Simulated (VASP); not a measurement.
# Zn2SnN3 (P-3m1) in VASP: further runs

Zn2SnN3 is run at these levels: PBE; tasks: single point, relaxation of cell and atoms.

All numbers are computed with VASP 6.6.1; they aren't measurements. Logs are shortened: lines on timing, memory, paths and dates and some standing lists are left out, and cuts for length are marked.

### 1 The cell of the first run

The structure is trigonal, space group P-3m1 (No. 164). Conventional cell: a = 3.171 Å, b = 3.171 Å, c = 7.709 Å, α = 90.00°, β = 90.00°, γ = 120.00°. Within 3.0 Å of Zn (site symmetry 3m) lie 6 N at 2.16 to 2.34 Å and 3 Zn at 2.94 Å. Sn (site symmetry -3m) has 6 N at 2.21 Å within 2.9 Å. Within 2.9 Å of N (site symmetry 3m) lie 3 Sn at 2.21 Å and 3 Zn at 2.34 Å. Within 2.9 Å of N (site symmetry -3m) lie 6 Zn at 2.16 Å.

The cell was generated, and may not be a known phase.

### 2 Single point, PBE

INCAR

```
ALGO     = Normal         # electronic algorithm
EDIFF    = 1E-6           # SCF threshold, eV
ENCUT    = 520            # plane-wave cutoff, eV
GGA      = PE             # functional
ISIF     = 2              # what is computed and relaxed
ISMEAR   = 0              # smearing method
LASPH    = T              # aspherical terms in the spheres
LCHARG   = F              # write CHGCAR
LREAL    = F              # projectors in reciprocal space
LWAVE    = F              # write WAVECAR
NBANDS   = 36             # bands
NELM     = 80             # most SCF steps
PREC     = Accurate       # precision mode
SIGMA    = 0.1            # smearing width, eV
```

KPOINTS

```
k-points
0
Gamma
  12 12 6
```

POSCAR

```
Zn2SnN3
1.0
    3.1714776659      0.0000000000      0.0000000000
   -1.5857388330      2.7465802262      0.0000000000
    0.0000000000      0.0000000000      7.7088488474
Zn Sn N
2 1 3
Direct
    0.3333333333      0.6666666667      0.6493232685
    0.6666666667      0.3333333333      0.3506767315
    0.0000000000      0.0000000000      0.0000000000
    0.3333333333      0.6666666667      0.1610043100
    0.6666666667      0.3333333333      0.8389956900
    0.0000000000      0.0000000000      0.5000000000
```

Potentials or basis: VASP PAW PBE potentials, release 64 (Zn, Sn_d, N).

Launch:

```sh
$ cat potpaw_PBE.64/Zn/POTCAR potpaw_PBE.64/Sn_d/POTCAR potpaw_PBE.64/N/POTCAR > POTCAR
$ mpirun -np 1 vasp_std > vasp.out
```

OUTCAR:

```text
EDIFF = 1E-6
   ENCUT = 520
   GGA = PE
   ISIF = 2
   ISMEAR = 0
   LASPH = T
   LREAL = F
   NELM = 80
   PREC = Accurate

 ion  position               nearest neighbor table
   1  0.333  0.667  0.649-   6 2.16   6 2.16   6 2.16   5 2.34   5 2.34   5 2.34   2 2.94   2 2.94
                             2 2.94   3 3.27   3 3.27   3 3.27
   2  0.667  0.333  0.351-   6 2.16   6 2.16   6 2.16   4 2.34   4 2.34   4 2.34   1 2.94   1 2.94
                             1 2.94   3 3.27   3 3.27   3 3.27
   3  0.000  0.000  0.000-   4 2.21   5 2.21   5 2.21   4 2.21   5 2.21   4 2.21   1 3.27   2 3.27
                             1 3.27   2 3.27   2 3.27   1 3.27
   4  0.333  0.667  0.161-   3 2.21   3 2.21   3 2.21   2 2.34   2 2.34   2 2.34
   5  0.667  0.333  0.839-   3 2.21   3 2.21   3 2.21   1 2.34   1 2.34   1 2.34
   6  0.000  0.000  0.500-   1 2.16   2 2.16   2 2.16   1 2.16   2 2.16   1 2.16

  LATTYP: Found a hexagonal cell.
 ALAT       =     3.1714776659
 C/A-ratio  =     2.4306804775

  Lattice vectors:

 A1 = (   3.1714776659,   0.0000000000,   0.0000000000)
 A2 = (  -1.5857388330,   2.7465802262,   0.0000000000)
 A3 = (   0.0000000000,   0.0000000000,   7.7088488474)

Analysis of symmetry for initial positions (statically):
=====================================================================
 Subroutine PRICEL returns:
 Original cell was already a primitive cell.

 Routine SETGRP: Setting up the symmetry group for a
 hexagonal supercell.

 Subroutine GETGRP returns: Found 12 space group operations
 (whereof 12 operations were pure point group operations)
 out of a pool of 24 trial point group operations.

The static configuration has the point symmetry D_3d.

Analysis of symmetry for dynamics (positions and initial velocities):
=====================================================================
 Subroutine PRICEL returns:
 Original cell was already a primitive cell.

 Routine SETGRP: Setting up the symmetry group for a
 hexagonal supercell.

 Subroutine GETGRP returns: Found 12 space group operations
 (whereof 12 operations were pure point group operations)
 out of a pool of 24 trial point group operations.

The dynamic configuration has the point symmetry D_3d.

 Subroutine INISYM returns: Found 12 space group operations
 (whereof 12 operations are pure point group operations),
 and found     1 'primitive' translations

----------------------------------------------------------------------------------------

                                     Primitive cell

  volume of cell :      67.1496

  direct lattice vectors                    reciprocal lattice vectors
     3.171477666  0.000000000  0.000000000     0.315310434  0.182044564  0.000000000
    -1.585738833  2.746580226  0.000000000     0.000000000  0.364089128  0.000000000
     0.000000000  0.000000000  7.708848847     0.000000000  0.000000000  0.129721054

  length of vectors
     3.171477666  3.171477666  7.708848847     0.364089128  0.364089128  0.129721054

  position of ions in fractional coordinates (direct lattice)
     0.333333333  0.666666667  0.649323268
     0.666666667  0.333333333  0.350676732
     0.000000000  0.000000000  0.000000000
     0.333333333  0.666666667  0.161004310
     0.666666667  0.333333333  0.838995690
     0.000000000  0.000000000  0.500000000

  ion indices of the primitive-cell ions
   primitive index   ion index
                 1           1
                 2           2
                 3           3
                 4           4
                 5           5
                 6           6

----------------------------------------------------------------------------------------

 KPOINTS: k-points

Automatic generation of k-mesh.
 Grid dimensions read from file:
 generate k-points for:   12   12    6

 Generating k-lattice:

  Cartesian coordinates                     Fractional coordinates (reciprocal lattice)
     0.026275870  0.015170380  0.000000000     0.083333333  0.000000000  0.000000000
     0.000000000  0.030340761  0.000000000     0.000000000  0.083333333  0.000000000
     0.000000000  0.000000000  0.021620176     0.000000000  0.000000000  0.166666667

  Length of vectors
     0.030340761  0.030340761  0.021620176

  Shift w.r.t. Gamma in fractional coordinates (k-lattice)
     0.000000000  0.000000000  0.000000000

 Subroutine IBZKPT returns following result:
 ===========================================

 Found    100 irreducible k-points:

 Following reciprocal coordinates:
            Coordinates               Weight
  0.000000  0.000000  0.000000      1.000000
  0.083333  0.000000  0.000000      6.000000
  0.166667  0.000000  0.000000      6.000000
  0.250000  0.000000  0.000000      6.000000
  0.333333  0.000000  0.000000      6.000000
  0.416667  0.000000  0.000000      6.000000
[... 16 lines left out ...]
  0.166667  0.000000  0.166667      6.000000
  0.000000  0.166667  0.166667      6.000000
 [... further k-points ...]
   k-points           NKPTS =    100   k-points in BZ     NKDIM =    100   number of bands    NBANDS=     36
   number of dos      NEDOS =    301   number of ions     NIONS =      6
   total plane-waves  NPLWV =  34560
   dimension x,y,z NGX =    24 NGY =   24 NGZ =   60
   dimension x,y,z NGXF=    48 NGYF=   48 NGZF=  120
   ions per type =               2   1   3
   NGX,Y,Z   is equivalent  to a cutoff of  12.58, 12.58, 12.94 a.u.
   NGXF,Y,Z  is equivalent  to a cutoff of  25.16, 25.16, 25.88 a.u.
 SYSTEM =  unknown system
   PREC   = accura    normal or accurate (medium, high low for compatibility)
   ISTART =      0    job   : 0-new  1-cont  2-samecut
   ICHARG =      2    charge: 1-file 2-atom 10-const
   ISPIN  =      1    spin polarized calculation?
   LNONCOLLINEAR =      F non collinear calculations
   LSORBIT =      F    spin-orbit coupling
   LASPH  =      T    aspherical Exc in radial PAW
   ENCUT  =  520.0 eV  38.22 Ry    6.18 a.u.   5.90  5.90 14.33*2*pi/ulx,y,z
   NELM   =     80;   NELMIN=  2; NELMDL= -5     # of ELM steps
   EDIFF  = 0.1E-05   stopping-criterion for ELM
   LREAL  =      F    real-space projection
   EDIFFG = 0.1E-04   stopping-criterion for IOM
   NSW    =      0    number of steps for IOM
   IBRION =     -1    ionic relax: 0-MD 1-quasi-New 2-CG
   NFREE  =      0    steps in history (QN), initial steepest desc. (CG)
   ISIF   =      2    stress and relaxation
   ISYM   =      2    0-nonsym 1-usesym 2-fastsym
   POTIM  = 0.5000    time-step for ionic-motion
   TEBEG  =    0.0;   TEEND  =   0.0 temperature during run
   PSTRESS=    0.0 pullay stress
   NELECT =      53.0000    total number of electrons
   NUPDOWN=      -1.0000    fix difference up-down
   EMIN   =  10.00;   EMAX   =-10.00  energy-range for DOS
   EFERMI =   0.00;   METHOD = LEGACY
   ISMEAR =     0;   SIGMA  =   0.10  broadening in eV -4-tet -1-fermi 0-gaus
   EFERMI_NEDOS =   21; number of points for ismear=-14 and -15
   IALGO  =     38    algorithm
   IMIX   =      4    mixing-type and parameters
     AMIX     =   0.40;   BMIX     =  1.00
     AMIX_MAG =   1.60;   BMIX_MAG =  1.00
  volume/ion in A,a.u.               =      11.19        75.52
  Fermi-wavevector in a.u.,A,eV,Ry     =   1.512930  2.859024 31.143171  2.288959
  Thomas-Fermi vector in A             =   2.622789
   LORBIT       =      0    0 simple, 1 ext, 2 COOP (PROOUT), +10 PAW based schemes
   GGA     = PE    functional components
   LHFCALC =     F    Hartree Fock is set to
   AEXX    =    0.0000 exact exchange contribution
   IVDW    =     0    specifies the selected vdW correction
   LEPSILON=     F    determine dielectric tensor
   LRPA    =     F    only Hartree local field effects (RPA)
 non-spin polarized calculation
 Gauss-broadening in eV      SIGMA  =   0.10
  energy-cutoff  :      520.00
  volume of cell :       67.15
 maximum number of plane-waves:      1824
   NGX = 11   NGY = 11   NGZ = 29

 number of electron      52.9999980 magnetization

 Free energy of the ion-electron system (eV)
  ---------------------------------------------------
  ext. energy  EPLUGINS =         0.00000000
  ---------------------------------------------------
  free energy    TOTEN  =       -28.28755046 eV

  energy without entropy =      -28.26988855  energy(sigma->0) =      -28.27871950

 E-fermi :   5.8581     XC(G=0): -12.1429

 val. band max:        5.8573698207   @ k =   0.0833   0.0000   0.1667
 cond. band min:       5.8594781616   @ k =   0.3333   0.1667   0.3333
 fundamental gap:      0.0021083409
 Fermi energy:         5.8581452176

 k-point     1 :       0.0000    0.0000    0.0000
  band No.  band energies     occupation
      1     -15.1515      2.00000
      2     -15.1515      2.00000
      3     -15.1369      2.00000
      4     -14.9500      2.00000
      5     -14.9500      2.00000
      6     -10.5047      2.00000
[... 28 lines left out ...]
     35      17.0616      0.00000
     36      17.0616      0.00000

 k-point     2 :       0.0833    0.0000    0.0000
  band No.  band energies     occupation
      1     -15.1671      2.00000
      2     -15.1336      2.00000
      3     -15.1218      2.00000
      4     -14.9690      2.00000
      5     -14.9529      2.00000
      6     -10.4030      2.00000
[... 28 lines left out ...]
     35      16.4394      0.00000
     36      17.2278      0.00000

 k-point     3 :       0.1667    0.0000    0.0000
  band No.  band energies     occupation
      1     -15.2167      2.00000
      2     -15.0858      2.00000
      3     -15.0812      2.00000
      4     -15.0123      2.00000
      5     -14.9595      2.00000
      6     -10.1006      2.00000
[... 28 lines left out ...]
     35      15.6610      0.00000
     36      16.8732      0.00000

 k-point     4 :       0.2500    0.0000    0.0000
  band No.  band energies     occupation
      1     -15.2931      2.00000
      2     -15.0744      2.00000
      3     -15.0292      2.00000
      4     -15.0122      2.00000
      5     -14.9588      2.00000
      6      -9.6130      2.00000
[... 28 lines left out ...]
     35      15.6653      0.00000
     36      15.8222      0.00000

 k-point     5 :       0.3333    0.0000    0.0000
  band No.  band energies     occupation
      1     -15.3743      2.00000
      2     -15.1121      2.00000
      3     -15.0098      2.00000
      4     -14.9607      2.00000
      5     -14.9196      2.00000
      6      -8.9891      2.00000
[... 655 lines left out ...]
 k-point    22 :       0.0000    0.0833    0.1667
  band No.  band energies     occupation
      1     -15.1671      2.00000
      2     -15.1336      2.00000
      3     -15.1218      2.00000
      4     -14.9690      2.00000
      5     -14.9529      2.00000
      6     -10.3856      2.00000
[... 28 lines left out ...]
     35      16.5688      0.00000
     36      17.3260      0.00000

 k-point    23 :       0.1667    0.0000    0.1667
  band No.  band energies     occupation
      1     -15.2167      2.00000
      2     -15.0858      2.00000
      3     -15.0812      2.00000
      4     -15.0123      2.00000
      5     -14.9595      2.00000
      6     -10.0846      2.00000
[... 28 lines left out ...]
     35      15.6790      0.00000
     36      16.5678      0.00000

 k-point    24 :       0.0000    0.1667    0.1667
  band No.  band energies     occupation
      1     -15.2167      2.00000
      2     -15.0858      2.00000
      3     -15.0812      2.00000
      4     -15.0123      2.00000
      5     -14.9595      2.00000
      6     -10.0839      2.00000
[... 28 lines left out ...]
     35      15.7703      0.00000
     36      17.0625      0.00000

 [... further k-points ...]

------------------------ aborting loop because EDIFF is reached ----------------------------------------

  FORCE on cell =-STRESS in cart. coord.  units (eV):
  Direction    XX          YY          ZZ          XY          YZ          ZX
  --------------------------------------------------------------------------------------
  -------------------------------------------------------------------------------------
  Total        0.2097259      0.2097259      0.1913834     -0.0000000      0.0000000     -0.0000000
  in kB        5.0040222      5.0040222      4.5663738     -0.0000000      0.0000000     -0.0000000
  external PRESSURE =       4.8581394 kB  Pullay stress =       0.0000000 kB

 VOLUME and BASIS-vectors are now :
 -----------------------------------------------------------------------------
  energy-cutoff  :      520.00
  volume of cell :       67.15
      direct lattice vectors                 reciprocal lattice vectors
     3.171477666  0.000000000  0.000000000     0.315310434  0.182044564  0.000000000
    -1.585738833  2.746580226  0.000000000     0.000000000  0.364089128  0.000000000
     0.000000000  0.000000000  7.708848847     0.000000000  0.000000000  0.129721054

 POSITION                                       TOTAL-FORCE (eV/Angst)
 -----------------------------------------------------------------------------------
     -0.00000      1.83105      5.00553        -0.000000      0.000000      0.018103
      1.58574      0.91553      2.70331         0.000000     -0.000000     -0.018103
      0.00000      0.00000      0.00000        -0.000000      0.000000      0.000000
     -0.00000      1.83105      1.24116        -0.000000      0.000000      0.005089
      1.58574      0.91553      6.46769         0.000000     -0.000000     -0.005089
      0.00000      0.00000      3.85442        -0.000000      0.000000      0.000000
 -----------------------------------------------------------------------------------
    total drift:                                0.000000     -0.000000     -0.000000

  FREE ENERGIE OF THE ION-ELECTRON SYSTEM (eV)
  ---------------------------------------------------
  free  energy   TOTEN  =       -28.2875504609 eV

  energy  without entropy=      -28.2698885468  energy(sigma->0) =      -28.27871950
```

Wall time 3.8 min (1 thread of Intel Xeon Platinum 8375C at 2.90GHz (Ice Lake), shared host); peak memory 0.33 GiB.

What came out:

| Quantity | Value |
| --- | --- |
| Free energy | -28.2876 eV |
| Pressure | 0.5 GPa |
| Largest force | 0.018 eV/Å |
| Band gap on the k mesh | zero (an odd number of electrons rules out a gap without spin polarisation) |

Forces in eV/Å, atoms in the order of the input:
```
Zn   0.000  0.000  0.018
Zn   0.000  0.000 -0.018
Sn   0.000  0.000  0.000
N    0.000  0.000  0.005
N    0.000  0.000 -0.005
N    0.000  0.000  0.000
```

Caveat: spin-orbit coupling is left out, which moves the levels of the heavy elements; an odd number of electrons without spin polarisation forces a metal; a magnetic or distorted state may lie lower.

### 3 Relaxation of cell and atoms, PBE

INCAR

```
SYSTEM = Zn2SnN3
ALGO = Normal
EDIFF = 1E-7
EDIFFG = -0.01
ENCUT = 600
GGA = PE
IBRION = 2
ISIF = 3
ISMEAR = 0
LASPH = .TRUE.
LCHARG = .FALSE.
LREAL = .FALSE.
LWAVE = .FALSE.
NELM = 100
NSW = 100
PREC = Accurate
SIGMA = 0.1
```

KPOINTS

```
k-points
0
G
  12 12 6
  0 0 0
```

POSCAR

```
Zn2SnN3
1.0
    3.1623848770      0.0000000000      0.0000000000
   -1.5811924385      2.7387056400      0.0000000000
    0.0000000000      0.0000000000      7.7389060149
Zn Sn N
2 1 3
Direct
    0.3333333333      0.6666666667      0.6498011676
    0.6666666667      0.3333333333      0.3501988324
    0.0000000000      0.0000000000      0.0000000000
    0.3333333333      0.6666666667      0.1613482048
    0.6666666667      0.3333333333      0.8386517952
    0.0000000000      0.0000000000      0.5000000000
```

Potentials or basis: VASP PAW PBE potentials, release 64 (Zn, Sn_d, N).

Launch:

```sh
$ cat potpaw_PBE.64/Zn/POTCAR potpaw_PBE.64/Sn_d/POTCAR potpaw_PBE.64/N/POTCAR > POTCAR
$ mpirun -np 1 vasp_std > vasp.out
```

Wall time 21 min (1 thread of Intel Xeon Platinum 8375C at 2.90GHz (Ice Lake), shared host); peak memory 0.41 GiB.

The run converged. Its results:

- Free energy: -28.2919 eV
- Relaxed volume: 11.22 Å³/atom
- Relaxed cell: a = 3.173 Å, b = 3.173 Å, c = 7.716 Å, α = 90.00°, β = 90.00°, γ = 120.00°
- Space group after relaxing (to 0.1 Å): P-3m1 (No. 164)
- Energy gained by relaxing: 0.3 meV/atom
- Ionic steps: 6
- Pressure after relaxing: 0.0 GPa
- Largest force after relaxing: 0.008 eV/Å
- Band gap on the k mesh: zero (an odd number of electrons rules out a gap without spin polarisation)

Forces in eV/Å, atoms in the order of the input:
```
Zn   0.000  0.000 -0.008
Zn   0.000  0.000  0.008
Sn   0.000  0.000  0.000
N    0.000  0.000  0.002
N    0.000  0.000 -0.002
N    0.000  0.000  0.000
```

The path:
```tsv
step	energy change (eV)	largest force (eV/Å)	pressure (GPa)	volume (Å³)
1	0.0000	0.0364	0.61	67.03
2	-0.0015	0.0387	-0.37	67.43
3	-0.0016	0.0384	-0.29	67.39
4	-0.0019	0.0161	0.02	67.28
5	-0.0019	0.0165	0.01	67.29
6	-0.0019	0.0085	0.00	67.29
```

Final structure:
```
CELL_PARAMETERS angstrom
3.17337 0.00000 0.00000
-1.58669 2.74822 0.00000
0.00000 0.00000 7.71578
ATOMIC_POSITIONS crystal
Zn 0.33333 0.66667 0.64965
Zn 0.66667 0.33333 0.35035
Sn 0.00000 0.00000 0.00000
N 0.33333 0.66667 0.16089
N 0.66667 0.33333 0.83911
N 0.00000 0.00000 0.50000
```

Levels at points of the mesh, in eV from the Fermi level:
```tsv
k point	band 23	band 24	band 25	band 26	band 27	band 28	band 29	band 30
(0.00, 0.00, 0.00)	-0.38	-0.38	-0.37	0.38	0.38	1.19	4.05	4.60
(0.50, 0.00, 0.00)	-2.40	-1.21	-1.15	-0.66	-0.48	1.38	5.04	5.71
(0.00, 0.00, 0.50)	-0.80	-0.47	-0.47	0.42	0.42	2.70	3.59	4.16
(0.50, 0.00, 0.50)	-2.61	-2.55	-1.53	0.17	0.21	2.39	3.79	4.43
```

Caveat: spin-orbit coupling is left out, which moves the levels of the heavy elements; an odd number of electrons without spin polarisation forces a metal; a magnetic or distorted state may lie lower.
